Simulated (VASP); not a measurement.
# KGa2 (Immm) in VASP: single point with PBE

Aim: the single point of KGa2 with PBE.

Everything below comes from runs of VASP 6.6.1. Logs are shortened: lines on timing, memory, paths and dates and some standing lists are left out, and cuts for length are marked.

## (1) The cell of the first run

It takes space group Immm (No. 71, orthorhombic). Conventional cell: a = 3.010 Å, b = 4.210 Å, c = 12.432 Å, α = 90.00°, β = 90.00°, γ = 90.00°. K (site symmetry mmm) has 2 K at 3.01 Å and 10 Ga at 3.59 to 3.72 Å within 4.0 Å. Ga (site symmetry mm2) has 6 Ga at 2.86 to 3.01 Å and 5 K at 3.59 to 3.72 Å within 3.8 Å.

## (2) Single point, PBE

INCAR reads:

```
PREC = Accurate
ENCUT = 520
EDIFF = 1E-6
ISMEAR = 0
SIGMA = 0.1
LREAL = F
LASPH = T
NELM = 80
ALGO = Fast
ISIF = 2
LWAVE = F
LCHARG = F
GGA = PE
NBANDS = 24
```

KPOINTS reads:

```
Automatic mesh
0
Gamma
  8 8 8
```

POSCAR reads:

```
KGa2
1.0
   -1.5050264804      2.1047505172      6.2159509195
    1.5050264804     -2.1047505172      6.2159509195
    1.5050264804      2.1047505172     -6.2159509195
K Ga
1 2
Direct
    0.0000000000      0.0000000000      0.0000000000
    0.2994303226      0.2994303226      0.0000000000
    0.7005696774      0.7005696774      0.0000000000
```

Potentials or basis: VASP PAW PBE potentials, release 64 (K_sv, Ga_d).

Started as:

```bash
cat potpaw_PBE.64/K_sv/POTCAR potpaw_PBE.64/Ga_d/POTCAR > POTCAR
mpirun -np 1 vasp_std > vasp.out
```

OUTCAR:

```text
PREC = Accurate
   ENCUT = 520
   EDIFF = 1E-6
   ISMEAR = 0
   LREAL = F
   LASPH = T
   NELM = 80
   ISIF = 2
   GGA = PE

 ion  position               nearest neighbor table
   1  0.000  0.000  0.000-
   2  0.299  0.299  0.000-   3 2.86   3 2.86   3 2.86   3 2.86
   3  0.701  0.701  0.000-   2 2.86   2 2.86   2 2.86   2 2.86

  LATTYP: Found a body centered orthorhombic cell.
 ALAT       =     3.0100529608
 B/A-ratio  =     1.3984807208
 C/A-ratio  =     4.1301272771

  Lattice vectors:

 A1 = (  -1.5050264804,   2.1047505172,   6.2159509195)
 A2 = (   1.5050264804,  -2.1047505172,   6.2159509195)
 A3 = (   1.5050264804,   2.1047505172,  -6.2159509195)

Analysis of symmetry for initial positions (statically):
=====================================================================
 Subroutine PRICEL returns:
 Original cell was already a primitive cell.

 Routine SETGRP: Setting up the symmetry group for a
 body centered orthorhombic supercell.

 Subroutine GETGRP returns: Found  8 space group operations
 (whereof  8 operations were pure point group operations)
 out of a pool of  8 trial point group operations.

The static configuration has the point symmetry D_2h.

Analysis of symmetry for dynamics (positions and initial velocities):
=====================================================================
 Subroutine PRICEL returns:
 Original cell was already a primitive cell.

 Routine SETGRP: Setting up the symmetry group for a
 body centered orthorhombic supercell.

 Subroutine GETGRP returns: Found  8 space group operations
 (whereof  8 operations were pure point group operations)
 out of a pool of  8 trial point group operations.

The dynamic configuration has the point symmetry D_2h.

 Subroutine INISYM returns: Found  8 space group operations
 (whereof  8 operations are pure point group operations),
 and found     1 'primitive' translations

----------------------------------------------------------------------------------------

                                     Primitive cell

  volume of cell :      78.7612

  direct lattice vectors                    reciprocal lattice vectors
    -1.505026480  2.104750517  6.215950920     0.000000000  0.237557846  0.080438216
     1.505026480 -2.104750517  6.215950920     0.332220068  0.000000000  0.080438216
     1.505026480  2.104750517 -6.215950920     0.332220068  0.237557846  0.000000000

  length of vectors
     6.732987842  6.732987842  6.732987842     0.250806772  0.341819368  0.408416337

  position of ions in fractional coordinates (direct lattice)
     0.000000000  0.000000000  0.000000000
     0.299430323  0.299430323  0.000000000
     0.700569677  0.700569677  0.000000000

  ion indices of the primitive-cell ions
   primitive index   ion index
                 1           1
                 2           2
                 3           3

----------------------------------------------------------------------------------------

 KPOINTS: Automatic mesh

Automatic generation of k-mesh.
 Grid dimensions read from file:
 generate k-points for:    8    8    8

 Generating k-lattice:

  Cartesian coordinates                     Fractional coordinates (reciprocal lattice)
     0.000000000  0.029694731  0.010054777     0.125000000  0.000000000  0.000000000
     0.041527509  0.000000000  0.010054777     0.000000000  0.125000000  0.000000000
     0.041527509  0.029694731  0.000000000     0.000000000  0.000000000  0.125000000

  Length of vectors
     0.031350847  0.042727421  0.051052042

  Shift w.r.t. Gamma in fractional coordinates (k-lattice)
     0.000000000  0.000000000  0.000000000

 Subroutine IBZKPT returns following result:
 ===========================================

 Found     95 irreducible k-points:

 Following reciprocal coordinates:
            Coordinates               Weight
  0.000000  0.000000  0.000000      1.000000
  0.125000  0.000000 -0.000000      4.000000
  0.250000  0.000000 -0.000000      4.000000
  0.375000  0.000000 -0.000000      4.000000
  0.500000  0.000000 -0.000000      2.000000
  0.000000  0.125000 -0.000000      4.000000
[... 16 lines left out ...]
  0.125000  0.375000 -0.000000      8.000000
  0.250000  0.375000 -0.000000      8.000000
 [... further k-points ...]
   k-points           NKPTS =     95   k-points in BZ     NKDIM =     95   number of bands    NBANDS=     24
   number of dos      NEDOS =    301   number of ions     NIONS =      3
   total plane-waves  NPLWV = 125000
   dimension x,y,z NGX =    50 NGY =   50 NGZ =   50
   dimension x,y,z NGXF=   100 NGYF=  100 NGZF=  100
   ions per type =               1   2
   NGX,Y,Z   is equivalent  to a cutoff of  12.35, 12.35, 12.35 a.u.
   NGXF,Y,Z  is equivalent  to a cutoff of  24.69, 24.69, 24.69 a.u.
 SYSTEM =  unknown system
   PREC   = accura    normal or accurate (medium, high low for compatibility)
   ISTART =      0    job   : 0-new  1-cont  2-samecut
   ICHARG =      2    charge: 1-file 2-atom 10-const
   ISPIN  =      1    spin polarized calculation?
   LNONCOLLINEAR =      F non collinear calculations
   LSORBIT =      F    spin-orbit coupling
   LASPH  =      T    aspherical Exc in radial PAW
   ENCUT  =  520.0 eV  38.22 Ry    6.18 a.u.  12.52 12.52 12.52*2*pi/ulx,y,z
   NELM   =     80;   NELMIN=  2; NELMDL= -5     # of ELM steps
   EDIFF  = 0.1E-05   stopping-criterion for ELM
   LREAL  =      F    real-space projection
[... 7 lines left out ...]
   TEBEG  =    0.0;   TEEND  =   0.0 temperature during run
   PSTRESS=    0.0 pullay stress
   NELECT =      35.0000    total number of electrons
   NUPDOWN=      -1.0000    fix difference up-down
   EMIN   =  10.00;   EMAX   =-10.00  energy-range for DOS
   EFERMI =   0.00;   METHOD = LEGACY
   ISMEAR =     0;   SIGMA  =   0.10  broadening in eV -4-tet -1-fermi 0-gaus
   EFERMI_NEDOS =   21; number of points for ismear=-14 and -15
   IALGO  =     68    algorithm
   IMIX   =      4    mixing-type and parameters
     AMIX     =   0.40;   BMIX     =  1.00
     AMIX_MAG =   1.60;   BMIX_MAG =  1.00
  volume/ion in A,a.u.               =      26.25       177.17
  Fermi-wavevector in a.u.,A,eV,Ry     =   1.249281  2.360798 21.234647  1.560703
  Thomas-Fermi vector in A             =   2.383329
   LORBIT       =      0    0 simple, 1 ext, 2 COOP (PROOUT), +10 PAW based schemes
   GGA     = PE    functional components
   LHFCALC =     F    Hartree Fock is set to
   AEXX    =    0.0000 exact exchange contribution
   IVDW    =     0    specifies the selected vdW correction
   LEPSILON=     F    determine dielectric tensor
   LRPA    =     F    only Hartree local field effects (RPA)
 non-spin polarized calculation
 RMM-DIIS sequential band-by-band and
 Gauss-broadening in eV      SIGMA  =   0.10
  energy-cutoff  :      520.00
  volume of cell :       78.76
 maximum number of plane-waves:      2143
   NGX = 25   NGY = 25   NGZ = 25

 number of electron      34.9999995 magnetization

 Free energy of the ion-electron system (eV)
  ---------------------------------------------------
  ext. energy  EPLUGINS =         0.00000000
  ---------------------------------------------------
  free energy    TOTEN  =        -6.85444976 eV

  energy without entropy =       -6.84756579  energy(sigma->0) =       -6.85100778

 E-fermi :   2.9285     XC(G=0):  -9.1184

 val. band max:        2.9115280704   @ k =  -0.2500   0.2500   0.2500
 cond. band min:       2.9356736320   @ k =   0.1250   0.2500   0.1250
 fundamental gap:      0.0241455616
 Fermi energy:         2.9284994427

 k-point     1 :       0.0000    0.0000    0.0000
  band No.  band energies     occupation
      1     -28.6327      2.00000
      2     -12.0843      2.00000
      3     -12.0311      2.00000
      4     -11.9156      2.00000
      5     -11.7992      2.00000
      6     -11.7948      2.00000
[... 16 lines left out ...]
     23       9.1888      0.00000
     24       9.5047      0.00000

 k-point     2 :       0.1250    0.0000   -0.0000
  band No.  band energies     occupation
      1     -28.6318      2.00000
      2     -12.0866      2.00000
      3     -12.0495      2.00000
      4     -11.9110      2.00000
      5     -11.8049      2.00000
      6     -11.7956      2.00000
[... 16 lines left out ...]
     23       9.3091      0.00000
     24       9.3296      0.00000

 k-point     3 :       0.2500    0.0000   -0.0000
  band No.  band energies     occupation
      1     -28.6294      2.00000
      2     -12.0961      2.00000
      3     -12.0879      2.00000
      4     -11.8977      2.00000
      5     -11.8208      2.00000
      6     -11.8039      2.00000
[... 16 lines left out ...]
     23       9.7156      0.00000
     24       9.7377      0.00000

 k-point     4 :       0.3750    0.0000   -0.0000
  band No.  band energies     occupation
      1     -28.6271      2.00000
      2     -12.1382      2.00000
      3     -12.0910      2.00000
      4     -11.8806      2.00000
      5     -11.8448      2.00000
      6     -11.7983      2.00000
[... 16 lines left out ...]
     23      10.3347      0.00000
     24      11.0124      0.00000

 k-point     5 :       0.5000    0.0000   -0.0000
  band No.  band energies     occupation
      1     -28.6262      2.00000
      2     -12.1562      2.00000
      3     -12.0909      2.00000
      4     -11.8717      2.00000
      5     -11.8547      2.00000
      6     -11.7930      2.00000
[... 16 lines left out ...]
     23      10.7334      0.00000
     24      10.9167      0.00000

 k-point     6 :       0.0000    0.1250   -0.0000
  band No.  band energies     occupation
      1     -28.6004      2.00000
      2     -12.0542      2.00000
      3     -12.0035      2.00000
      4     -11.8837      2.00000
      5     -11.8121      2.00000
      6     -11.8069      2.00000
[... 16 lines left out ...]
     23       8.4032      0.00000
     24       9.4362      0.00000
[... 379 lines left out ...]
 k-point    21 :      -0.1250    0.2500   -0.0000
  band No.  band energies     occupation
      1     -28.5201      2.00000
      2     -12.2655      2.00000
      3     -11.9833      2.00000
      4     -11.9546      2.00000
      5     -11.8414      2.00000
      6     -11.8333      2.00000
[... 16 lines left out ...]
     23       8.9431      0.00000
     24       9.3327      0.00000

 k-point    22 :       0.0000    0.3750   -0.0000
  band No.  band energies     occupation
      1     -28.4394      2.00000
      2     -12.7681      2.00000
      3     -11.9286      2.00000
      4     -11.9162      2.00000
      5     -11.8721      2.00000
      6     -11.8367      2.00000
[... 16 lines left out ...]
     23       8.5670      0.00000
     24       9.3002      0.00000

 k-point    23 :       0.1250    0.3750   -0.0000
  band No.  band energies     occupation
      1     -28.4386      2.00000
      2     -12.7654      2.00000
      3     -11.9320      2.00000
      4     -11.8953      2.00000
      5     -11.8716      2.00000
      6     -11.8500      2.00000
[... 16 lines left out ...]
     23       8.1542      0.00000
     24       8.5550      0.00000

 k-point    24 :       0.2500    0.3750   -0.0000
  band No.  band energies     occupation
      1     -28.4367      2.00000
      2     -12.7591      2.00000
      3     -11.9354      2.00000
      4     -11.9105      2.00000
      5     -11.8516      2.00000
      6     -11.8377      2.00000
[... 16 lines left out ...]
     23       8.1404      0.00000
     24       8.8521      0.00000

 [... further k-points ...]
[... 5 lines left out ...]
  --------------------------------------------------------------------------------------
  -------------------------------------------------------------------------------------
  Total        0.0062657      0.0067633      0.0802532      0.0000000      0.0000000      0.0000000
  in kB        0.1274591      0.1375796      1.6325273      0.0000000      0.0000000      0.0000000
  external PRESSURE =       0.6325220 kB  Pullay stress =       0.0000000 kB

 VOLUME and BASIS-vectors are now :
 -----------------------------------------------------------------------------
  energy-cutoff  :      520.00
  volume of cell :       78.76
      direct lattice vectors                 reciprocal lattice vectors
    -1.505026480  2.104750517  6.215950920     0.000000000  0.237557846  0.080438216
     1.505026480 -2.104750517  6.215950920     0.332220068  0.000000000  0.080438216
     1.505026480  2.104750517 -6.215950920     0.332220068  0.237557846  0.000000000

 POSITION                                       TOTAL-FORCE (eV/Angst)
 -----------------------------------------------------------------------------------
      0.00000      0.00000      0.00000         0.000000     -0.000000      0.000000
      0.00000      0.00000      3.72249        -0.000000      0.000000     -0.000528
      0.00000      0.00000      8.70941        -0.000000     -0.000000      0.000528
 -----------------------------------------------------------------------------------
    total drift:                               -0.000000     -0.000000      0.000000

  FREE ENERGIE OF THE ION-ELECTRON SYSTEM (eV)
  ---------------------------------------------------
  free  energy   TOTEN  =        -6.8544497611 eV

  energy  without entropy=       -6.8475657922  energy(sigma->0) =       -6.85100778
```

It took 9.9 min on 1 thread of Intel Xeon 6975P-C (Granite Rapids), shared host; peak memory 0.46 GiB.

Results:

- Free energy: -6.8544 eV
- Pressure: 0.1 GPa
- Band gap on the k mesh: zero (an odd number of electrons rules out a gap without spin polarisation)

Stress tensor (GPa, compression positive):
```
0.01 0.00 0.00
0.00 0.01 0.00
0.00 0.00 0.16
```

The gap in the log of VASP goes by the Fermi energy; the results here count the filled bands.